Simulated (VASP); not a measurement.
# Cu (P6/mmm) in VASP: a series of runs

Cu is run at these levels: PBE; tasks: single point, relaxation of cell and atoms.

Program: VASP 6.6.1. These are calculated values, not measurements. Logs are shortened: lines on timing, memory, paths and dates and some standing lists are left out, and cuts for length are marked.

### 1 The cell of the first run

Symmetry: P6/mmm, No. 191, hexagonal system. The conventional cell has a = 4.128 Å, b = 4.128 Å, c = 2.474 Å, α = 90.00°, β = 90.00°, γ = 120.00°. Within 3.3 Å of Cu (site symmetry 6/mmm) lie 14 Cu at 2.47 to 2.69 Å. Cu (site symmetry -6m2) has 11 Cu at 2.38 to 2.69 Å within 3.1 Å.

This isn't the form of Cu at room conditions, which is fcc.

### 2 Single point, PBE

Contents of INCAR:

```
ALGO = Normal
EDIFF = 1E-6
ENCUT = 600
GGA = PE
GGA_COMPAT = False
ISIF = 2
ISMEAR = 0
LASPH = True
LCHARG = False
LREAL = False
LWAVE = False
NBANDS = 24
NELM = 120
PREC = Accurate
SIGMA = 0.1
```

Contents of KPOINTS:

```
k-points
0
Gamma
  12 12 18
```

Contents of POSCAR:

```
Cu
1.0
    4.1284630393      0.0000000000      0.0000000000
   -2.0642315196      3.5753538706      0.0000000000
    0.0000000000      0.0000000000      2.4739909516
Cu
3
Direct
    0.0000000000      0.0000000000      0.0000000000
    0.3333333333      0.6666666667      0.5000000000
    0.6666666667      0.3333333333      0.5000000000
```

Potentials or basis: VASP PAW PBE potentials, release 64 (Cu).

Launch:

```
$ cat potpaw_PBE.64/Cu/POTCAR > POTCAR
$ mpirun -np 1 vasp_std > vasp.out
```

OUTCAR:

```text
EDIFF = 1E-6
   ENCUT = 600
   GGA = PE
   ISIF = 2
   ISMEAR = 0
   LASPH = True
   LREAL = False
   NELM = 120
   PREC = Accurate

 ion  position               nearest neighbor table
   1  0.000  0.000  0.000-   2 2.69   3 2.69   2 2.69   3 2.69   2 2.69   2 2.69   3 2.69   3 2.69
                             3 2.69   3 2.69   2 2.69   2 2.69
   2  0.333  0.667  0.500-   3 2.38   3 2.38   3 2.38   1 2.69   1 2.69   1 2.69   1 2.69   1 2.69
                             1 2.69
   3  0.667  0.333  0.500-   2 2.38   2 2.38   2 2.38   1 2.69   1 2.69   1 2.69   1 2.69   1 2.69
                             1 2.69

  LATTYP: Found a hexagonal cell.
 ALAT       =     4.1284630393
 C/A-ratio  =     0.5992522951

  Lattice vectors:

 A1 = (   4.1284630393,   0.0000000000,   0.0000000000)
 A2 = (  -2.0642315196,   3.5753538706,   0.0000000000)
 A3 = (   0.0000000000,   0.0000000000,   2.4739909516)

Analysis of symmetry for initial positions (statically):
=====================================================================
 Subroutine PRICEL returns:
 Original cell was already a primitive cell.

 Routine SETGRP: Setting up the symmetry group for a
 hexagonal supercell.

 Subroutine GETGRP returns: Found 24 space group operations
 (whereof 24 operations were pure point group operations)
 out of a pool of 24 trial point group operations.

The static configuration has the point symmetry D_6h.

Analysis of symmetry for dynamics (positions and initial velocities):
=====================================================================
 Subroutine PRICEL returns:
 Original cell was already a primitive cell.

 Routine SETGRP: Setting up the symmetry group for a
 hexagonal supercell.

 Subroutine GETGRP returns: Found 24 space group operations
 (whereof 24 operations were pure point group operations)
 out of a pool of 24 trial point group operations.

The dynamic configuration has the point symmetry D_6h.

 Subroutine INISYM returns: Found 24 space group operations
 (whereof 24 operations are pure point group operations),
 and found     1 'primitive' translations

----------------------------------------------------------------------------------------

                                     Primitive cell

  volume of cell :      36.5179

  direct lattice vectors                    reciprocal lattice vectors
     4.128463039  0.000000000  0.000000000     0.242220892  0.139846297  0.000000000
    -2.064231520  3.575353871  0.000000000     0.000000000  0.279692594  0.000000000
     0.000000000  0.000000000  2.473990952     0.000000000  0.000000000  0.404205197

  length of vectors
     4.128463039  4.128463039  2.473990952     0.279692594  0.279692594  0.404205197

  position of ions in fractional coordinates (direct lattice)
     0.000000000  0.000000000  0.000000000
     0.333333333  0.666666667  0.500000000
     0.666666667  0.333333333  0.500000000

  ion indices of the primitive-cell ions
   primitive index   ion index
                 1           1
                 2           2
                 3           3

----------------------------------------------------------------------------------------

 KPOINTS: k-points

Automatic generation of k-mesh.
 Grid dimensions read from file:
 generate k-points for:   12   12   18

 Generating k-lattice:

  Cartesian coordinates                     Fractional coordinates (reciprocal lattice)
     0.020185074  0.011653858  0.000000000     0.083333333  0.000000000  0.000000000
     0.000000000  0.023307716  0.000000000     0.000000000  0.083333333  0.000000000
     0.000000000  0.000000000  0.022455844     0.000000000  0.000000000  0.055555556

  Length of vectors
     0.023307716  0.023307716  0.022455844

  Shift w.r.t. Gamma in fractional coordinates (k-lattice)
     0.000000000  0.000000000  0.000000000

 Subroutine IBZKPT returns following result:
 ===========================================

 Found    190 irreducible k-points:

 Following reciprocal coordinates:
            Coordinates               Weight
  0.000000  0.000000  0.000000      1.000000
  0.083333 -0.000000  0.000000      6.000000
  0.166667 -0.000000  0.000000      6.000000
  0.250000 -0.000000  0.000000      6.000000
  0.333333 -0.000000  0.000000      6.000000
  0.416667 -0.000000  0.000000      6.000000
[... 16 lines left out ...]
  0.250000 -0.000000  0.055556     12.000000
  0.333333 -0.000000  0.055556     12.000000
 [... further k-points ...]
   k-points           NKPTS =    190   k-points in BZ     NKDIM =    190   number of bands    NBANDS=     24
   number of dos      NEDOS =    301   number of ions     NIONS =      3
   total plane-waves  NPLWV =  25920
   dimension x,y,z NGX =    36 NGY =   36 NGZ =   20
   dimension x,y,z NGXF=    72 NGYF=   72 NGZF=   40
   ions per type =               3
   NGX,Y,Z   is equivalent  to a cutoff of  14.50, 14.50, 13.44 a.u.
   NGXF,Y,Z  is equivalent  to a cutoff of  28.99, 28.99, 26.88 a.u.
 SYSTEM =  unknown system
   PREC   = accura    normal or accurate (medium, high low for compatibility)
   ISTART =      0    job   : 0-new  1-cont  2-samecut
   ICHARG =      2    charge: 1-file 2-atom 10-const
   ISPIN  =      1    spin polarized calculation?
   LNONCOLLINEAR =      F non collinear calculations
   LSORBIT =      F    spin-orbit coupling
   LASPH  =      T    aspherical Exc in radial PAW
   ENCUT  =  600.0 eV  44.10 Ry    6.64 a.u.   8.25  8.25  4.94*2*pi/ulx,y,z
   NELM   =    120;   NELMIN=  2; NELMDL= -5     # of ELM steps
   EDIFF  = 0.1E-05   stopping-criterion for ELM
   LREAL  =      F    real-space projection
   EDIFFG = 0.1E-04   stopping-criterion for IOM
   NSW    =      0    number of steps for IOM
   IBRION =     -1    ionic relax: 0-MD 1-quasi-New 2-CG
   NFREE  =      0    steps in history (QN), initial steepest desc. (CG)
   ISIF   =      2    stress and relaxation
   ISYM   =      2    0-nonsym 1-usesym 2-fastsym
   POTIM  = 0.5000    time-step for ionic-motion
   TEBEG  =    0.0;   TEEND  =   0.0 temperature during run
   PSTRESS=    0.0 pullay stress
   NELECT =      33.0000    total number of electrons
   NUPDOWN=      -1.0000    fix difference up-down
   EMIN   =  10.00;   EMAX   =-10.00  energy-range for DOS
   EFERMI =   0.00;   METHOD = LEGACY
   ISMEAR =     0;   SIGMA  =   0.10  broadening in eV -4-tet -1-fermi 0-gaus
   EFERMI_NEDOS =   21; number of points for ismear=-14 and -15
   IALGO  =     38    algorithm
   IMIX   =      4    mixing-type and parameters
     AMIX     =   0.40;   BMIX     =  1.00
     AMIX_MAG =   1.60;   BMIX_MAG =  1.00
  volume/ion in A,a.u.               =      12.17        82.14
  Fermi-wavevector in a.u.,A,eV,Ry     =   1.582745  2.990954 34.083708  2.505082
  Thomas-Fermi vector in A             =   2.682621
   LORBIT       =      0    0 simple, 1 ext, 2 COOP (PROOUT), +10 PAW based schemes
   GGA     = PE    functional components
   LHFCALC =     F    Hartree Fock is set to
   AEXX    =    0.0000 exact exchange contribution
   IVDW    =     0    specifies the selected vdW correction
   LEPSILON=     F    determine dielectric tensor
   LRPA    =     F    only Hartree local field effects (RPA)
 non-spin polarized calculation
 Gauss-broadening in eV      SIGMA  =   0.10
  energy-cutoff  :      600.00
  volume of cell :       36.52
 maximum number of plane-waves:      1245
 NGX is ok and might be reduce to    36
   NGX = 17   NGY = 17   NGZ =  9

 number of electron      33.0000028 magnetization

 Free energy of the ion-electron system (eV)
  ---------------------------------------------------
  ext. energy  EPLUGINS =         0.00000000
  ---------------------------------------------------
  free energy    TOTEN  =       -10.95626358 eV

  energy without entropy =      -10.95083312  energy(sigma->0) =      -10.95354835

 E-fermi :   7.2303     XC(G=0): -12.5442

 val. band max:        7.2280477510   @ k =   0.3333   0.1667   0.1667
 cond. band min:       7.2323946779   @ k =   0.3333   0.0833   0.2778
 fundamental gap:      0.0043469269
 Fermi energy:         7.2302937293

 k-point     1 :       0.0000    0.0000    0.0000
  band No.  band energies     occupation
      1      -1.8986      2.00000
      2       2.8103      2.00000
      3       3.6873      2.00000
      4       3.6873      2.00000
      5       3.7206      2.00000
      6       3.7433      2.00000
[... 16 lines left out ...]
     23      22.1447      0.00000
     24      27.4602      0.00000

 k-point     2 :       0.0833   -0.0000    0.0000
  band No.  band energies     occupation
      1      -1.8124      2.00000
      2       2.8123      2.00000
      3       3.4633      2.00000
      4       3.5875      2.00000
      5       3.6679      2.00000
      6       3.8630      2.00000
[... 16 lines left out ...]
     23      22.2651      0.00000
     24      27.4880      0.00000

 k-point     3 :       0.1667   -0.0000    0.0000
  band No.  band energies     occupation
      1      -1.5555      2.00000
      2       2.7900      2.00000
      3       3.2023      2.00000
      4       3.5103      2.00000
      5       3.5270      2.00000
      6       3.8964      2.00000
[... 16 lines left out ...]
     23      22.6217      0.00000
     24      27.5635      0.00000

 k-point     4 :       0.2500   -0.0000    0.0000
  band No.  band energies     occupation
      1      -1.1349      2.00000
      2       2.6599      2.00000
      3       2.9433      2.00000
      4       3.3573      2.00000
      5       3.5200      2.00000
      6       3.8611      2.00000
[... 16 lines left out ...]
     23      23.2016      0.00000
     24      26.5512      0.00000

 k-point     5 :       0.3333   -0.0000    0.0000
  band No.  band energies     occupation
      1      -0.5635      2.00000
      2       2.3610      2.00000
      3       2.5872      2.00000
      4       3.3567      2.00000
      5       3.5532      2.00000
      6       3.7852      2.00000
[... 16 lines left out ...]
     23      23.9866      0.00000
     24      24.4901      0.00000

 k-point     6 :       0.4167   -0.0000    0.0000
  band No.  band energies     occupation
      1       0.1353      2.00000
      2       1.7121      2.00000
      3       2.4027      2.00000
      4       3.4481      2.00000
      5       3.6030      2.00000
      6       3.6829      2.00000
[... 16 lines left out ...]
     23      22.8755      0.00000
     24      23.0083      0.00000
[... 379 lines left out ...]
 k-point    21 :       0.0833   -0.0000    0.0556
  band No.  band energies     occupation
      1      -1.7328      2.00000
      2       2.8532      2.00000
      3       3.4643      2.00000
      4       3.5739      2.00000
      5       3.6827      2.00000
      6       3.8741      2.00000
[... 16 lines left out ...]
     23      21.2522      0.00000
     24      28.6190      0.00000

 k-point    22 :       0.1667   -0.0000    0.0556
  band No.  band energies     occupation
      1      -1.4768      2.00000
      2       2.8348      2.00000
      3       3.2173      2.00000
      4       3.5193      2.00000
      5       3.5198      2.00000
      6       3.9183      2.00000
[... 16 lines left out ...]
     23      21.5734      0.00000
     24      28.6855      0.00000

 k-point    23 :       0.2500   -0.0000    0.0556
  band No.  band energies     occupation
      1      -1.0576      2.00000
      2       2.7055      2.00000
      3       2.9773      2.00000
      4       3.3611      2.00000
      5       3.5164      2.00000
      6       3.8890      2.00000
[... 16 lines left out ...]
     23      22.0918      0.00000
     24      26.6170      0.00000

 k-point    24 :       0.3333   -0.0000    0.0556
  band No.  band energies     occupation
      1      -0.4885      2.00000
      2       2.4127      2.00000
      3       2.6251      2.00000
      4       3.3679      2.00000
      5       3.5520      2.00000
      6       3.8142      2.00000
[... 16 lines left out ...]
     23      22.7823      0.00000
     24      24.5580      0.00000

 [... further k-points ...]

------------------------ aborting loop because EDIFF is reached ----------------------------------------

  FORCE on cell =-STRESS in cart. coord.  units (eV):
  Direction    XX          YY          ZZ          XY          YZ          ZX
  --------------------------------------------------------------------------------------
  -------------------------------------------------------------------------------------
  Total        0.1774002      0.1774002      0.1550209      0.0000000      0.0000000      0.0000000
  in kB        7.7832182      7.7832182      6.8013547      0.0000000      0.0000000      0.0000000
  external PRESSURE =       7.4559304 kB  Pullay stress =       0.0000000 kB

 VOLUME and BASIS-vectors are now :
 -----------------------------------------------------------------------------
  energy-cutoff  :      600.00
  volume of cell :       36.52
      direct lattice vectors                 reciprocal lattice vectors
     4.128463039  0.000000000  0.000000000     0.242220892  0.139846297  0.000000000
    -2.064231520  3.575353871  0.000000000     0.000000000  0.279692594  0.000000000
     0.000000000  0.000000000  2.473990952     0.000000000  0.000000000  0.404205197

 POSITION                                       TOTAL-FORCE (eV/Angst)
 -----------------------------------------------------------------------------------
      0.00000      0.00000      0.00000         0.000000      0.000000      0.000000
     -0.00000      2.38357      1.23700         0.000000      0.000000     -0.000000
      2.06423      1.19178      1.23700        -0.000000      0.000000      0.000000
 -----------------------------------------------------------------------------------
    total drift:                                0.000000      0.000000     -0.000000

  FREE ENERGIE OF THE ION-ELECTRON SYSTEM (eV)
  ---------------------------------------------------
  free  energy   TOTEN  =       -10.9562635828 eV

  energy  without entropy=      -10.9508331158  energy(sigma->0) =      -10.95354835
```

Wall time 3.8 min (1 thread of Intel Xeon 8259CL, shared host); peak memory 0.28 GiB.

What came out:

```yaml
Free_energy: -10.9563 eV
Pressure: 0.7 GPa
Band_gap_on_the_k_mesh: zero (an odd number of electrons rules out a gap without spin polarisation)
```

(Part 1 of 2 ends here.)
